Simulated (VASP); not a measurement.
Write the native input for VASP 6.6.1 that does the following.

| Quantity | Value |
| --- | --- |
| Task | single point |
| Functional | LDA |
| Potentials or basis | VASP PAW LDA potentials, release 64 (Ba_sv) |
| Cutoff | 520 eV |
| k mesh | 14 × 14 × 14 |
| Occupations | gaussian, width 0.15 eV |
| Spin | no spin polarisation |
| Dipole correction | no |
| Further INCAR settings | ALGO = Fast; EDIFF = 1e-06; NBANDS = 11 |

The structure of Ba lies in POSCAR:

```
Ba
1.0
    4.1459926301      1.0364981575      1.0364981575
    1.0364981575      4.1459926301      1.0364981575
    1.0364981575      1.0364981575      4.1459926301
Ba
1
Direct
    0.0000000000      0.0000000000      0.0000000000
```

This isn't the form of Ba at room conditions, which is bcc.

This cell differs from its parent crystal: ratio of the length along [111] to the lengths across it x 2.0, volume and fractional coordinates fixed.

These files were run (other wordings do the same):

INCAR

```
SYSTEM = Ba
PREC = Accurate ; ENCUT = 520
EDIFF = 1E-6 ; ISMEAR = 0
SIGMA = 0.15 ; LREAL = .False.
LASPH = .True. ; NELM = 80
ALGO = Fast ; ISIF = 2
LWAVE = .False. ; LCHARG = .True.
LELF = .True. ; LVHAR = .True.
NBANDS = 11
```

KPOINTS

```
regular mesh
0
Gamma
  14 14 14
  0 0 0
```

Potentials or basis: VASP PAW LDA potentials, release 64 (Ba_sv).

Launch:

```bash
$ cat potpaw_LDA.64/Ba_sv/POTCAR > POTCAR
$ mpirun -np 1 vasp_std > vasp.out
```

Results of the run:

```yaml
Pressure: -0.9 GPa
Band_gap_on_the_k_mesh: zero (bands 5 and 6 overlap by 0.37 eV)
```

Caveat: spin-orbit coupling is left out, which moves the levels of the heavy elements.

It took 47 s on 1 thread of AMD EPYC 9R45 96-Core Processor (Zen 5), on a shared host, peak memory 0.19 GiB.
